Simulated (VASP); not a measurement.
# TiSi2 (Cmcm) in VASP: notebook, part 2 of 2

VASP 6.6.1.

### 6 Single point, PBE

This run uses another cell than the first one, of 14.35 Å³/atom, 1.027 times its volume.

INCAR

```
PREC     = Accurate       # precision mode
ENCUT    = 520            # plane-wave cutoff, eV
EDIFF    = 1E-6           # SCF threshold, eV
ISMEAR   = 0              # smearing method
SIGMA    = 0.15           # smearing width, eV
LREAL    = F              # projectors in reciprocal space
LASPH    = T              # aspherical terms in the spheres
NELM     = 100            # most SCF steps
ALGO     = Normal         # electronic algorithm
ISIF     = 2              # what is computed and relaxed
LWAVE    = F              # write WAVECAR
LCHARG   = T              # write CHGCAR
GGA      = PE             # functional
LELF     = T              # ELF
LVHAR    = T            
NBANDS   = 29             # bands
```

KPOINTS

```
Automatic mesh
0
Gamma
  12 12 12
```

POSCAR

```
TiSi2
1.0
    1.7895363357     -6.6608569955      0.0000000000
    1.7895363357      6.6608569955      0.0000000000
    0.0000000000      0.0000000000      3.6110635633
Ti Si
2 4
Direct
    0.8968075258      0.1031924742      0.7500000000
    0.1031924742      0.8968075258      0.2500000000
    0.5591373591      0.4408626409      0.7500000000
    0.4408626409      0.5591373591      0.2500000000
    0.2498287182      0.7501712818      0.7500000000
    0.7501712818      0.2498287182      0.2500000000
```

Potentials or basis: VASP PAW PBE potentials, release 64 (Ti_sv, Si).

Started as:

```
> cat potpaw_PBE.64/Ti_sv/POTCAR potpaw_PBE.64/Si/POTCAR > POTCAR
> mpirun -np 1 vasp_std > vasp.out
```

OUTCAR:

```text
PREC = Accurate
   ENCUT = 520
   EDIFF = 1E-6
   ISMEAR = 0
   LREAL = F
   LASPH = T
   NELM = 100
   ISIF = 2
   GGA = PE

 ion  position               nearest neighbor table
   1  0.897  0.103  0.750-   4 2.61   4 2.61   4 2.61   4 2.61   5 2.65   5 2.65   6 2.66   6 2.66
                             3 2.81   3 2.81
   2  0.103  0.897  0.250-   3 2.61   3 2.61   3 2.61   3 2.61   6 2.65   6 2.65   5 2.66   5 2.66
                             4 2.81   4 2.81
   3  0.559  0.441  0.750-   4 2.40   4 2.40   2 2.61   2 2.61   2 2.61   2 2.61   1 2.81   1 2.81
                             5 3.11   5 3.11   6 3.12   6 3.12
   4  0.441  0.559  0.250-   3 2.40   3 2.40   1 2.61   1 2.61   1 2.61   1 2.61   2 2.81   2 2.81
                             6 3.11   6 3.11   5 3.12   5 3.12
   5  0.250  0.750  0.750-   6 2.54   6 2.54   6 2.54   6 2.54   1 2.65   1 2.65   2 2.66   2 2.66
                             3 3.11   3 3.11   4 3.12   4 3.12
   6  0.750  0.250  0.250-   5 2.54   5 2.54   5 2.54   5 2.54   2 2.65   2 2.65   1 2.66   1 2.66
                             4 3.11   4 3.11   3 3.12   3 3.12

  LATTYP: Found a base centered orthorhombic cell.
 ALAT       =     3.5790726714
 B/A-ratio  =     3.7221132998
 C/A-ratio  =     1.0089383186

  Lattice vectors:

 A1 = (   1.7895363357,  -6.6608569955,   0.0000000000)
 A2 = (   1.7895363357,   6.6608569955,   0.0000000000)
 A3 = (   0.0000000000,   0.0000000000,   3.6110635633)

Analysis of symmetry for initial positions (statically):
=====================================================================
 Subroutine PRICEL returns:
 Original cell was already a primitive cell.

 Routine SETGRP: Setting up the symmetry group for a
 base centered orthorhombic supercell.

 Subroutine GETGRP returns: Found  8 space group operations
 (whereof  4 operations were pure point group operations)
 out of a pool of  8 trial point group operations.

The static configuration has the point symmetry C_2h.
 The point group associated with its full space group is D_2h.

Analysis of symmetry for dynamics (positions and initial velocities):
=====================================================================
 Subroutine PRICEL returns:
 Original cell was already a primitive cell.

 Routine SETGRP: Setting up the symmetry group for a
 base centered orthorhombic supercell.

 Subroutine GETGRP returns: Found  8 space group operations
 (whereof  4 operations were pure point group operations)
 out of a pool of  8 trial point group operations.

The dynamic configuration has the point symmetry C_2h.
 The point group associated with its full space group is D_2h.

 Subroutine INISYM returns: Found  8 space group operations
 (whereof  4 operations are pure point group operations),
 and found     1 'primitive' translations

----------------------------------------------------------------------------------------

                                     Primitive cell

  volume of cell :      86.0866

  direct lattice vectors                    reciprocal lattice vectors
     1.789536336 -6.660856995  0.000000000     0.279401983 -0.075065416  0.000000000
     1.789536336  6.660856995  0.000000000     0.279401983  0.075065416  0.000000000
     0.000000000  0.000000000  3.611063563     0.000000000  0.000000000  0.276926723

  length of vectors
     6.897061419  6.897061419  3.611063563     0.289310015  0.289310015  0.276926723

[... 43 lines left out ...]
 Following reciprocal coordinates:
            Coordinates               Weight
  0.000000  0.000000  0.000000      1.000000
  0.083333 -0.000000  0.000000      4.000000
  0.166667  0.000000  0.000000      4.000000
  0.250000 -0.000000  0.000000      4.000000
  0.333333 -0.000000  0.000000      4.000000
  0.416667 -0.000000  0.000000      4.000000
[... 16 lines left out ...]
  0.500000  0.166667  0.000000      4.000000
 -0.416667  0.166667  0.000000      4.000000
 [... further k-points ...]
   k-points           NKPTS =    301   k-points in BZ     NKDIM =    301   number of bands    NBANDS=     29
   number of dos      NEDOS =    301   number of ions     NIONS =      6
   total plane-waves  NPLWV =  81648
   dimension x,y,z NGX =    54 NGY =   54 NGZ =   28
   dimension x,y,z NGXF=   108 NGYF=  108 NGZF=   56
   ions per type =               2   4
   NGX,Y,Z   is equivalent  to a cutoff of  13.02, 13.02, 12.89 a.u.
   NGXF,Y,Z  is equivalent  to a cutoff of  26.03, 26.03, 25.78 a.u.
 SYSTEM =  unknown system
   PREC   = accura    normal or accurate (medium, high low for compatibility)
   ISTART =      0    job   : 0-new  1-cont  2-samecut
   ICHARG =      2    charge: 1-file 2-atom 10-const
   ISPIN  =      1    spin polarized calculation?
   LNONCOLLINEAR =      F non collinear calculations
   LSORBIT =      F    spin-orbit coupling
   LASPH  =      T    aspherical Exc in radial PAW
   ENCUT  =  520.0 eV  38.22 Ry    6.18 a.u.  12.82 12.82  6.71*2*pi/ulx,y,z
   NELM   =    100;   NELMIN=  2; NELMDL= -5     # of ELM steps
   EDIFF  = 0.1E-05   stopping-criterion for ELM
   LREAL  =      F    real-space projection
   EDIFFG = 0.1E-04   stopping-criterion for IOM
   NSW    =      0    number of steps for IOM
   IBRION =     -1    ionic relax: 0-MD 1-quasi-New 2-CG
   NFREE  =      0    steps in history (QN), initial steepest desc. (CG)
   ISIF   =      2    stress and relaxation
   ISYM   =      2    0-nonsym 1-usesym 2-fastsym
   POTIM  = 0.5000    time-step for ionic-motion
   TEBEG  =    0.0;   TEEND  =   0.0 temperature during run
   PSTRESS=    0.0 pullay stress
   NELECT =      40.0000    total number of electrons
   NUPDOWN=      -1.0000    fix difference up-down
   EMIN   =  10.00;   EMAX   =-10.00  energy-range for DOS
   EFERMI =   0.00;   METHOD = LEGACY
   ISMEAR =     0;   SIGMA  =   0.15  broadening in eV -4-tet -1-fermi 0-gaus
   EFERMI_NEDOS =   21; number of points for ismear=-14 and -15
   IALGO  =     38    algorithm
   IMIX   =      4    mixing-type and parameters
     AMIX     =   0.40;   BMIX     =  1.00
     AMIX_MAG =   1.60;   BMIX_MAG =  1.00
  volume/ion in A,a.u.               =      14.35        96.82
  Fermi-wavevector in a.u.,A,eV,Ry     =   1.267991  2.396156 21.875470  1.607802
  Thomas-Fermi vector in A             =   2.401110
   LORBIT       =      0    0 simple, 1 ext, 2 COOP (PROOUT), +10 PAW based schemes
   GGA     = PE    functional components
   LHFCALC =     F    Hartree Fock is set to
   AEXX    =    0.0000 exact exchange contribution
   IVDW    =     0    specifies the selected vdW correction
   LEPSILON=     F    determine dielectric tensor
   LRPA    =     F    only Hartree local field effects (RPA)
 non-spin polarized calculation
 Gauss-broadening in eV      SIGMA  =   0.15
  energy-cutoff  :      520.00
  volume of cell :       86.09
 maximum number of plane-waves:      2344
 NGX is ok and might be reduce to    54
   NGX = 25   NGY = 25   NGZ = 13

 number of electron      40.0000003 magnetization

 Free energy of the ion-electron system (eV)
  ---------------------------------------------------
  ext. energy  EPLUGINS =         0.00000000
  ---------------------------------------------------
  free energy    TOTEN  =       -40.72961370 eV

  energy without entropy =      -40.71013141  energy(sigma->0) =      -40.71987256

 E-fermi :  10.3952     XC(G=0): -11.5915

 val. band max:       10.3909626410   @ k =  -0.4167   0.4167   0.0833
 cond. band min:      10.4027644903   @ k =   0.5000   0.5000   0.4167
 fundamental gap:      0.0118018492
 Fermi energy:        10.3952090604

 k-point     1 :       0.0000    0.0000    0.0000
  band No.  band energies     occupation
      1     -46.4347      2.00000
      2     -46.4248      2.00000
      3     -22.7684      2.00000
      4     -22.7529      2.00000
      5     -22.7491      2.00000
      6     -22.7394      2.00000
[... 757 lines left out ...]
     28      13.3247      0.00000
     29      14.2138      0.00000

 [... further k-points ...]
[... 5 lines left out ...]
  --------------------------------------------------------------------------------------
  -------------------------------------------------------------------------------------
  Total       -1.2417684      1.7775471     -1.2249522      0.0000000      0.0000000      0.0000000
  in kB      -23.1108241     33.0823193    -22.7978546      0.0000000      0.0000000      0.0000000
  external PRESSURE =      -4.2754532 kB  Pullay stress =       0.0000000 kB

 VOLUME and BASIS-vectors are now :
 -----------------------------------------------------------------------------
  energy-cutoff  :      520.00
  volume of cell :       86.09
      direct lattice vectors                 reciprocal lattice vectors
     1.789536336 -6.660856995  0.000000000     0.279401983 -0.075065416  0.000000000
     1.789536336  6.660856995  0.000000000     0.279401983  0.075065416  0.000000000
     0.000000000  0.000000000  3.611063563     0.000000000  0.000000000  0.276926723

 POSITION                                       TOTAL-FORCE (eV/Angst)
 -----------------------------------------------------------------------------------
      1.78954     -5.28616      2.70830         0.000000     -0.216026     -0.000000
      1.78954      5.28616      0.90277         0.000000      0.216026      0.000000
      1.78954     -0.78781      2.70830         0.000000     -0.125892      0.000000
      1.78954      0.78781      0.90277         0.000000      0.125892      0.000000
      1.78954      3.33271      2.70830         0.000000      0.019981     -0.000000
      1.78954     -3.33271      0.90277         0.000000     -0.019981      0.000000
 -----------------------------------------------------------------------------------
    total drift:                               -0.000000     -0.000000      0.000000

  FREE ENERGIE OF THE ION-ELECTRON SYSTEM (eV)
  ---------------------------------------------------
  free  energy   TOTEN  =       -40.7296137046 eV

  energy  without entropy=      -40.7101314055  energy(sigma->0) =      -40.71987256
```

It took 19 min on 1 thread of Intel Xeon Platinum 8259CL at 2.50GHz (Skylake/Cascade Lake), shared host; peak memory 0.72 GiB.

What came out:

```yaml
Free_energy: -40.7296 eV
Pressure: -0.4 GPa
Largest_force: 0.216 eV/Å
Band_gap_on_the_k_mesh: zero (band 20 reaches 10.84 eV, above the bottom of band 21 at 9.85 eV)
```

Forces on the atoms (eV/Å):
```
Ti   0.000 -0.216  0.000
Ti   0.000  0.216  0.000
Si   0.000 -0.126  0.000
Si   0.000  0.126  0.000
Si   0.000  0.020  0.000
Si   0.000 -0.020  0.000
```

### 7 Summary

| cell | gap on the mesh (eV) | pressure (GPa) | largest force (eV/Å) |
| --- | --- | --- | --- |
| a = 7.293, b = 7.293, c = 3.453 Å, angles 90.0, 90.0, 152.9°, 6 atoms | none | 6.6 | 0.55 |
| a = 7.071, b = 7.071, c = 3.611 Å, angles 90.0, 90.0, 150.7°, 6 atoms | none | -3.4 | 0.07 |
| a = 6.848, b = 6.848, c = 3.675 Å, angles 90.0, 90.0, 149.1°, 6 atoms | none | -4.0 | 0.33 |
| a = 7.175, b = 7.175, c = 3.484 Å, angles 90.0, 90.0, 152.1°, 6 atoms | none | 5.5 | 0.35 |
| a = 6.897, b = 6.897, c = 3.611 Å, angles 90.0, 90.0, 149.9°, 6 atoms | none | -0.4 | 0.22 |

Alike in all rows: task single point; level PBE; potentials or basis VASP PAW PBE potentials, release 64 (Ti_sv, Si); no spin polarisation; k mesh 12 × 12 × 12; cutoff (eV) 520; smearing gaussian 0.15 eV.

Absolute energies hang on the potentials; compare differences alone.
